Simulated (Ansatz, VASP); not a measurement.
Two plane-wave programs on HfO3

```
Hf O
1.0
     4.08496    0.00000    0.03411
     0.00000    3.23879    0.00000
    -0.89795    0.00000    7.79896
Hf O
2 6
Direct
  0.28025 0.75000 0.64884
  0.71975 0.25000 0.35116
  0.87285 0.75000 0.19913
  0.12715 0.25000 0.80087
  0.24147 0.25000 0.45767
  0.75853 0.75000 0.54233
  0.49484 0.25000 0.80144
  0.50516 0.75000 0.19856
```

Alike in both runs: functional PBE; k mesh 6 × 8 × 4; occupations gaussian, width 0.02 eV; no spin polarisation.

Ansatz relaxed the structure, and its values are those at the end. VASP's run is a single point on that final structure, the one shown.

```csv
,VASP,Ansatz
version,VASP 6.6.1,Ansatz 0.2.0
potentials or method,"VASP PAW PBE potentials, release 64 (Hf_pv, O), cutoff 520 eV","scalar-relativistic, plane waves, PAW"
valence electrons in the cell,56,88
```

```tsv
	VASP	Ansatz	Ansatz less VASP
gap on the k mesh at the Fermi level (eV)	3.37	3.40	+0.026
least direct gap on the mesh (eV)	3.67	3.68	+0.017
pressure (GPa)	-1.9	0.0	+1.93
rms of the force components (eV/Å)	0.082	0.000	-0.0817
```

VASP's potentials hold 56 valence electrons a cell and Ansatz's 88, so a difference there can come from the potentials and not from the codes.

Spin-orbit coupling is off throughout.
